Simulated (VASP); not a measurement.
# Na4Y3N (Pm-3m) in VASP: notebook

The runs below take Na4Y3N through relaxation of cell and atoms, single point, with PBE.

All numbers are computed with VASP 6.6.1; they aren't measurements. Logs are shortened: lines on timing, memory, paths and dates and some standing lists are left out, and cuts for length are marked.

### 1 The cell of the first run

Symmetry: Pm-3m, No. 221, cubic system. Conventional cell: a = 5.438 Å, b = 5.438 Å, c = 5.438 Å, α = 90.00°, β = 90.00°, γ = 90.00°. Na (site symmetry m-3m) has 6 Na at 2.72 Å within 3.6 Å. Na (site symmetry 4/mmm) has 2 Na at 2.72 Å and 4 Y at 2.72 Å within 3.6 Å. Within 3.6 Å of Y (site symmetry 4/mmm) lie 4 Na at 2.72 Å and 2 N at 2.72 Å. N (site symmetry m-3m) has 6 Y at 2.72 Å within 3.6 Å.

The cell was built from a structure type or drawn by symmetry, and may not be a known phase.

### 2 Relaxation of cell and atoms, PBE

Input file INCAR:

```
SYSTEM = Na4Y3N
  PREC = Accurate
  ENCUT = 600
  EDIFF = 1E-6
  ISMEAR = 0
  SIGMA = 0.1
  LREAL = .False.
  LASPH = .True.
  NELM = 100
  ALGO = Normal
  ISIF = 3
  LWAVE = .False.
  LCHARG = .False.
  GGA = PE
  IBRION = 2
  NSW = 90
  EDIFFG = -0.04
```

Input file KPOINTS:

```
regular mesh
0
Gamma
  4 4 4
  0 0 0
```

Input file POSCAR:

```
Na4Y3N
1.0
    5.4376122600      0.0000000000      0.0000000000
    0.0000000000      5.4376122600      0.0000000000
    0.0000000000      0.0000000000      5.4376122600
Na Y N
4 3 1
Direct
    0.5000000000      0.5000000000      0.5000000000
    0.0000000000      0.5000000000      0.5000000000
    0.5000000000      0.0000000000      0.5000000000
    0.5000000000      0.5000000000      0.0000000000
    0.5000000000      0.0000000000      0.0000000000
    0.0000000000      0.5000000000      0.0000000000
    0.0000000000      0.0000000000      0.5000000000
    0.0000000000      0.0000000000      0.0000000000
```

Potentials or basis: VASP PAW PBE potentials, release 64 (Na_pv, Y_sv, N).

Command:

```
$ cat potpaw_PBE.64/Na_pv/POTCAR potpaw_PBE.64/Y_sv/POTCAR potpaw_PBE.64/N/POTCAR > POTCAR
$ mpirun -np 1 vasp_std > vasp.out
```

OUTCAR:

```text
SYSTEM = Na4Y3N
   PREC = Accurate
   ENCUT = 600
   EDIFF = 1E-6
   ISMEAR = 0
   LREAL = .False.
   LASPH = .True.
   NELM = 100
   ISIF = 3
   GGA = PE
   IBRION = 2
   NSW = 90
   EDIFFG = -0.04

 ion  position               nearest neighbor table
   1  0.500  0.500  0.500-   2 2.72   3 2.72   4 2.72   4 2.72   3 2.72   2 2.72
   2  0.000  0.500  0.500-   1 2.72   6 2.72   7 2.72   6 2.72   7 2.72   1 2.72
   3  0.500  0.000  0.500-   1 2.72   5 2.72   7 2.72   5 2.72   1 2.72   7 2.72
   4  0.500  0.500  0.000-   1 2.72   5 2.72   6 2.72   1 2.72   5 2.72   6 2.72
   5  0.500  0.000  0.000-   3 2.72   4 2.72   8 2.72   3 2.72   4 2.72   8 2.72   7 3.84   6 3.84
                             6 3.84   6 3.84   7 3.84   7 3.84   7 3.84   6 3.84
   6  0.000  0.500  0.000-   2 2.72   4 2.72   8 2.72   2 2.72   8 2.72   4 2.72   7 3.84   5 3.84
                             7 3.84   5 3.84   7 3.84   7 3.84   5 3.84   5 3.84
   7  0.000  0.000  0.500-   2 2.72   3 2.72   8 2.72   8 2.72   2 2.72   3 2.72   6 3.84   6 3.84
                             5 3.84   6 3.84   6 3.84   5 3.84   5 3.84   5 3.84
   8  0.000  0.000  0.000-   5 2.72   6 2.72   7 2.72   7 2.72   6 2.72   5 2.72

  LATTYP: Found a simple cubic cell.
 ALAT       =     5.4376122600

  Lattice vectors:

 A1 = (   5.4376122600,   0.0000000000,   0.0000000000)
 A2 = (   0.0000000000,   5.4376122600,   0.0000000000)
 A3 = (   0.0000000000,   0.0000000000,   5.4376122600)

Analysis of symmetry for initial positions (statically):
=====================================================================
 Subroutine PRICEL returns:
 Original cell was already a primitive cell.

 Routine SETGRP: Setting up the symmetry group for a
 simple cubic supercell.

 Subroutine GETGRP returns: Found 48 space group operations
 (whereof 48 operations were pure point group operations)
 out of a pool of 48 trial point group operations.

The static configuration has the point symmetry O_h .

Analysis of symmetry for dynamics (positions and initial velocities):
=====================================================================
 Subroutine PRICEL returns:
 Original cell was already a primitive cell.

 Routine SETGRP: Setting up the symmetry group for a
 simple cubic supercell.

 Subroutine GETGRP returns: Found 48 space group operations
 (whereof 48 operations were pure point group operations)
 out of a pool of 48 trial point group operations.

The dynamic configuration has the point symmetry O_h .

 Subroutine INISYM returns: Found 48 space group operations
 (whereof 48 operations are pure point group operations),
 and found     1 'primitive' translations

----------------------------------------------------------------------------------------

                                     Primitive cell

  volume of cell :     160.7773

  direct lattice vectors                    reciprocal lattice vectors
     5.437612260  0.000000000  0.000000000     0.183904249  0.000000000  0.000000000
     0.000000000  5.437612260  0.000000000     0.000000000  0.183904249  0.000000000
     0.000000000  0.000000000  5.437612260     0.000000000  0.000000000  0.183904249

  length of vectors
     5.437612260  5.437612260  5.437612260     0.183904249  0.183904249  0.183904249

  position of ions in fractional coordinates (direct lattice)
     0.500000000  0.500000000  0.500000000
     0.000000000  0.500000000  0.500000000
     0.500000000  0.000000000  0.500000000
     0.500000000  0.500000000  0.000000000
     0.500000000  0.000000000  0.000000000
     0.000000000  0.500000000  0.000000000
     0.000000000  0.000000000  0.500000000
     0.000000000  0.000000000  0.000000000

  ion indices of the primitive-cell ions
   primitive index   ion index
                 1           1
                 2           2
                 3           3
                 4           4
                 5           5
                 6           6
                 7           7
                 8           8

----------------------------------------------------------------------------------------

 KPOINTS: regular mesh

Automatic generation of k-mesh.
 Grid dimensions read from file:
 generate k-points for:    4    4    4

 Generating k-lattice:

  Cartesian coordinates                     Fractional coordinates (reciprocal lattice)
     0.045976062  0.000000000  0.000000000     0.250000000  0.000000000  0.000000000
     0.000000000  0.045976062  0.000000000     0.000000000  0.250000000  0.000000000
     0.000000000  0.000000000  0.045976062     0.000000000  0.000000000  0.250000000

  Length of vectors
     0.045976062  0.045976062  0.045976062

  Shift w.r.t. Gamma in fractional coordinates (k-lattice)
     0.000000000  0.000000000  0.000000000

 Subroutine IBZKPT returns following result:
 ===========================================

 Found     10 irreducible k-points:

 Following reciprocal coordinates:
            Coordinates               Weight
  0.000000  0.000000  0.000000      1.000000
  0.250000  0.000000  0.000000      6.000000
  0.500000  0.000000  0.000000      3.000000
  0.250000  0.250000  0.000000     12.000000
  0.500000  0.250000  0.000000     12.000000
  0.500000  0.500000  0.000000      3.000000
  0.250000  0.250000  0.250000      8.000000
  0.500000  0.250000  0.250000     12.000000
  0.500000  0.500000  0.250000      6.000000
  0.500000  0.500000  0.500000      1.000000
   k-points           NKPTS =     10   k-points in BZ     NKDIM =     10   number of bands    NBANDS=     39
   number of dos      NEDOS =    301   number of ions     NIONS =      8
   total plane-waves  NPLWV = 110592
   dimension x,y,z NGX =    48 NGY =   48 NGZ =   48
   dimension x,y,z NGXF=    96 NGYF=   96 NGZF=   96
   ions per type =               4   3   1
   NGX,Y,Z   is equivalent  to a cutoff of  14.68, 14.68, 14.68 a.u.
   NGXF,Y,Z  is equivalent  to a cutoff of  29.35, 29.35, 29.35 a.u.
 SYSTEM =  Na4Y3N
   PREC   = accura    normal or accurate (medium, high low for compatibility)
   ISTART =      0    job   : 0-new  1-cont  2-samecut
   ICHARG =      2    charge: 1-file 2-atom 10-const
   ISPIN  =      1    spin polarized calculation?
   LNONCOLLINEAR =      F non collinear calculations
   LSORBIT =      F    spin-orbit coupling
   LASPH  =      T    aspherical Exc in radial PAW
   ENCUT  =  600.0 eV  44.10 Ry    6.64 a.u.  10.86 10.86 10.86*2*pi/ulx,y,z
   NELM   =    100;   NELMIN=  2; NELMDL= -5     # of ELM steps
   EDIFF  = 0.1E-05   stopping-criterion for ELM
   LREAL  =      F    real-space projection
   EDIFFG = -.4E-01   stopping-criterion for IOM
   NSW    =     90    number of steps for IOM
   IBRION =      2    ionic relax: 0-MD 1-quasi-New 2-CG
   NFREE  =      1    steps in history (QN), initial steepest desc. (CG)
   ISIF   =      3    stress and relaxation
   ISYM   =      2    0-nonsym 1-usesym 2-fastsym
   POTIM  = 0.5000    time-step for ionic-motion
   TEBEG  =    0.0;   TEEND  =   0.0 temperature during run
   PSTRESS=    0.0 pullay stress
   NELECT =      66.0000    total number of electrons
   NUPDOWN=      -1.0000    fix difference up-down
   EMIN   =  10.00;   EMAX   =-10.00  energy-range for DOS
   EFERMI =   0.00;   METHOD = LEGACY
   ISMEAR =     0;   SIGMA  =   0.10  broadening in eV -4-tet -1-fermi 0-gaus
   EFERMI_NEDOS =   21; number of points for ismear=-14 and -15
   IALGO  =     38    algorithm
   IMIX   =      4    mixing-type and parameters
     AMIX     =   0.40;   BMIX     =  1.00
     AMIX_MAG =   1.60;   BMIX_MAG =  1.00
  volume/ion in A,a.u.               =      20.10       135.62
  Fermi-wavevector in a.u.,A,eV,Ry     =   1.216694  2.299218 20.141295  1.480343
  Thomas-Fermi vector in A             =   2.352039
   LORBIT       =      0    0 simple, 1 ext, 2 COOP (PROOUT), +10 PAW based schemes
   GGA     = PE    functional components
   LHFCALC =     F    Hartree Fock is set to
   AEXX    =    0.0000 exact exchange contribution
   IVDW    =     0    specifies the selected vdW correction
   LEPSILON=     F    determine dielectric tensor
   LRPA    =     F    only Hartree local field effects (RPA)
 conjugate gradient relaxation of ions
 non-spin polarized calculation
 Gauss-broadening in eV      SIGMA  =   0.10
  energy-cutoff  :      600.00
  volume of cell :      160.78
 maximum number of plane-waves:      5400
 NGX is ok and might be reduce to    48
   NGX = 21   NGY = 21   NGZ = 21

--------------------------------------- Ionic step        1  -------------------------------------------

 number of electron      66.0000041 magnetization

 Free energy of the ion-electron system (eV)
  ---------------------------------------------------
  ext. energy  EPLUGINS =         0.00000000
  ---------------------------------------------------
  free energy    TOTEN  =       -26.28492902 eV

  energy without entropy =      -26.26979062  energy(sigma->0) =      -26.27735982

 E-fermi :   3.7919     XC(G=0):  -9.6493

 val. band max:        3.7602281313   @ k =   0.2500   0.2500   0.2500
 cond. band min:       3.8899363545   @ k =   0.5000   0.0000   0.0000
 fundamental gap:      0.1297082232
 Fermi energy:         3.7919355478

 k-point     1 :       0.0000    0.0000    0.0000
  band No.  band energies     occupation
      1     -39.2639      2.00000
      2     -39.2374      2.00000
      3     -39.2374      2.00000
      4     -21.6444      2.00000
      5     -21.6444      2.00000
      6     -21.6444      2.00000
[... 532 lines left out ...]
  energy  without entropy=      -27.3713608160  energy(sigma->0) =      -27.39332904

--------------------------------------- Ionic step        4  -------------------------------------------

 number of electron      66.0000048 magnetization

 Free energy of the ion-electron system (eV)
  ---------------------------------------------------
  ext. energy  EPLUGINS =         0.00000000
  ---------------------------------------------------
  free energy    TOTEN  =       -27.41773799 eV

  energy without entropy =      -27.37709569  energy(sigma->0) =      -27.39741684

 E-fermi :   2.5813     XC(G=0):  -8.7308

 val. band max:        2.5653608372   @ k =   0.2500   0.2500   0.2500
 cond. band min:       2.6016011144   @ k =   0.5000   0.0000   0.0000
 fundamental gap:      0.0362402772
 Fermi energy:         2.5813388786

 k-point     1 :       0.0000    0.0000    0.0000
  band No.  band energies     occupation
      1     -41.0907      2.00000
      2     -41.0825      2.00000
      3     -41.0825      2.00000
      4     -22.4128      2.00000
      5     -22.4128      2.00000
      6     -22.4128      2.00000
[... 444 lines left out ...]
  FREE ENERGIE OF THE ION-ELECTRON SYSTEM (eV)
  ---------------------------------------------------
  free  energy   TOTEN  =       -27.4177379867 eV

  energy  without entropy=      -27.3770956854  energy(sigma->0) =      -27.39741684

 reached required accuracy - stopping structural energy minimisation
```

Wall time 3.1 min (1 thread of Intel Xeon 6975P-C (Granite Rapids), shared host); peak memory 0.39 GiB.

Results:

```yaml
Free_energy: -27.4177 eV
Relaxed_volume: 25.44 Å³/atom
Relaxed_cell: a = 5.882 Å, b = 5.882 Å, c = 5.882 Å, α = 90.00°, β = 90.00°, γ = 90.00°
Space_group_after_relaxing_to_0.1_Å: Pm-3m (No. 221)
Energy_gained_by_relaxing: 141.6 meV/atom
Ionic_steps: 4
Pressure_after_relaxing: 0.0 GPa
Band_gap_on_the_k_mesh: zero (bands 33 and 34 overlap by 0.47 eV)
```

Step by step:
| step | energy change (eV) | largest force (eV/Å) | pressure (GPa) | volume (Å³) |
| --- | --- | --- | --- | --- |
| 1 | 0.0000 | 0.0000 | 10.44 | 160.78 |
| 2 | -1.0868 | 0.0000 | 1.53 | 193.21 |
| 3 | -1.1304 | 0.0000 | -0.31 | 205.83 |
| 4 | -1.1328 | 0.0000 | -0.02 | 203.55 |

Final structure:
```
Na Y N
1.0
     5.88248    0.00000    0.00000
     0.00000    5.88248    0.00000
     0.00000    0.00000    5.88248
Na Y N
4 3 1
Direct
  0.50000 0.50000 0.50000
  0.00000 0.50000 0.50000
  0.50000 0.00000 0.50000
  0.50000 0.50000 0.00000
  0.50000 0.00000 0.00000
  0.00000 0.50000 0.00000
  0.00000 0.00000 0.50000
  0.00000 0.00000 0.00000
```

Caveat: the volume moved by over 15 % at a fixed basis, so the end points are rough.

### 3 Single point, PBE, collinear spin, ferromagnetic start

Input file INCAR:

```
ALGO = Normal ; EDIFF = 1E-7
ENCUT = 520 ; GGA = PE
ISIF = 2 ; ISMEAR = 0
ISPIN = 2 ; LASPH = T
LCHARG = F ; LMAXMIX = 4
LORBIT = 11 ; LREAL = F
LWAVE = F ; MAGMOM = 0 0 0 0 0 0 0 1
NBANDS = 47 ; NELM = 150
PREC = Accurate ; SIGMA = 0.1
```

Input file KPOINTS:

```
k-points
0
Gamma
  4 4 4
```

POSCAR is that of step 2.

Potentials or basis: VASP PAW PBE potentials, release 64 (Na_pv, Y_sv, N).

Command:

```
$ cat potpaw_PBE.64/Na_pv/POTCAR potpaw_PBE.64/Y_sv/POTCAR potpaw_PBE.64/N/POTCAR > POTCAR
$ mpirun -np 1 vasp_std > vasp.out
```

Wall time 94 s (1 thread of Intel Xeon 6975P-C (Granite Rapids), shared host); peak memory 0.36 GiB.

It converged, with:

| Item | Value |
| --- | --- |
| Free energy | -26.2830 eV |
| Pressure | 10.5 GPa |
| Band gap on the k mesh | zero (filled and empty bands overlap) |
| Net moment | 0.00 μB per cell |
| Valence electrons inside the program's atomic spheres | Na 6.16, 6.25 (each value once); Y 9.55; N 3.46 |

Levels at points of the mesh, in eV from the Fermi level:
Spin up:
```
           k point  band 30  band 31  band 32  band 33  band 34  band 35  band 36  band 37
(0.00, 0.00, 0.00)    -1.03    -1.03    -0.69    -0.69    -0.69     1.33     1.33     1.33
(0.50, 0.00, 0.00)    -2.09    -0.64    -0.64    -0.18     0.10     0.64     0.67     1.37
(0.50, 0.50, 0.00)    -1.26    -1.26    -0.73    -0.41     0.58     0.58     0.67     0.67
(0.50, 0.50, 0.50)    -0.38    -0.38    -0.38    -0.20    -0.20    -0.20     0.83     0.83
```
Spin down:
```tsv
k point	band 29	band 30	band 31	band 32	band 33	band 34	band 35	band 36	band 37	band 38
(0.00, 0.00, 0.00)	-1.99	-1.03	-1.03	-0.69	-0.69	-0.69	1.33	1.33	1.33	1.57
(0.50, 0.00, 0.00)	-2.23	-2.09	-0.64	-0.64	-0.18	0.10	0.64	0.67	1.37	1.92
(0.50, 0.50, 0.00)	-2.17	-1.26	-1.26	-0.73	-0.41	0.58	0.58	0.67	0.67	1.44
(0.50, 0.50, 0.50)	-2.39	-0.38	-0.38	-0.38	-0.20	-0.20	-0.20	0.83	0.83	0.83
```

Caveat: the cell stands under pressure.
